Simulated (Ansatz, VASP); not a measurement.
## PtSe2 in VASP and in Ansatz

The input POSCAR:

```
PtSe2
1.0
    3.7240000000      0.0000000000      0.0000000000
   -1.8620000000      3.2250786037      0.0000000000
    0.0000000000      0.0000000000      5.0620000000
Pt Se
1 2
Direct
    0.0000000000      0.0000000000      0.0000000000
    0.6666666667      0.3333333333      0.7500000000
    0.3333333333      0.6666666667      0.2500000000
```

File INCAR.step1:

```
SYSTEM = PtSe2
ALGO = Normal ; EDIFF = 1E-4
ENCUT = 600 ; GGA = PE
ISMEAR = -1 ; LASPH = .TRUE.
LCHARG = .FALSE. ; LREAL = .FALSE.
LWAVE = .TRUE. ; NELM = 80
PREC = Accurate ; SIGMA = 0.05
```

File INCAR.step2:

```
SYSTEM = PtSe2
ALGO = Normal ; EDIFF = 1E-6
EDIFFG = -0.01 ; ENCUT = 600
IBRION = 2 ; ISIF = 3
ISMEAR = -1 ; ISTART = 1
LASPH = .TRUE. ; LCHARG = .FALSE.
LMIXTAU = .TRUE. ; LREAL = .FALSE.
LWAVE = .FALSE. ; METAGGA = R2SCAN
NELM = 80 ; NSW = 60
PREC = Accurate ; SIGMA = 0.05
```

File KPOINTS:

```
k-points
0
G
  8 8 5
  0 0 0
```

Contents of input.yaml:

```yaml
crystal:
  lattice:
    - [3.724, 0.0, 0.0]
    - [-1.862, 3.2250786037, 0.0]
    - [0.0, 0.0, 5.062]
  atoms:
    - { symbol: Pt, position: [0.0, 0.0, 0.0] }
    - { symbol: Se, position: [0.6666666667, 0.3333333333, 0.75] }
    - { symbol: Se, position: [0.3333333333, 0.6666666667, 0.25] }
hamiltonian:
  xc: r2scan
  pseudopotentials: { kind: paw }
kpoints:
  mp_grid: { grid: [8, 8, 5] }
scf:
  occupations: { method: fermi_dirac, width: 0.05 }
output:
  forces: true
  stress: true
  write_density: true
  write_potential: true
  elf: true
  volumetric_format: npy
relax:
  f_tol: 0.01
  max_steps: 40
  cell: { stress_tol: 0.05 }
```

Alike in both runs: task relaxation of cell and atoms; functional r2SCAN; k mesh 8 × 8 × 5; occupations fermi-dirac, width 0.05 eV; no spin polarisation.

```csv
,VASP,Ansatz
version,VASP 6.6.1,Ansatz 0.2.0
potentials or method,"VASP PAW PBE potentials, release 64 (Pt, Se)",Ansatz PAW
plane-wave cutoff (eV),600,500
valence electrons in the cell,22,50
```

VASP gave:

| Property | Result |
| --- | --- |
| gap on the k mesh at the Fermi level, each at its own relaxed structure (eV) | 0.65 |
| relaxed volume (Å³/atom) | 23.16 |
| relaxed cell length with the largest relative difference (Å) | 5.801 |

Problem. Which values does Ansatz return?

Solution. gap on the k mesh at the Fermi level, each at its own relaxed structure (eV): 0.68; relaxed volume (Å³/atom): 23.21; relaxed cell length with the largest relative difference (Å): 5.819.

VASP's potentials were made for PBE, not for r2SCAN. VASP's potentials hold 22 valence electrons a cell and Ansatz's 50, so a difference there can come from the potentials and not from the codes.

Spin-orbit coupling is off throughout. Noted on Ansatz's run: odd divisions of the mesh miss points on the zone boundary, where band edges often lie, so the gap on the mesh can be too wide; the plane-wave basis is chosen anew once the cell has moved, so the energies of steps on either side of that aren't comparable.
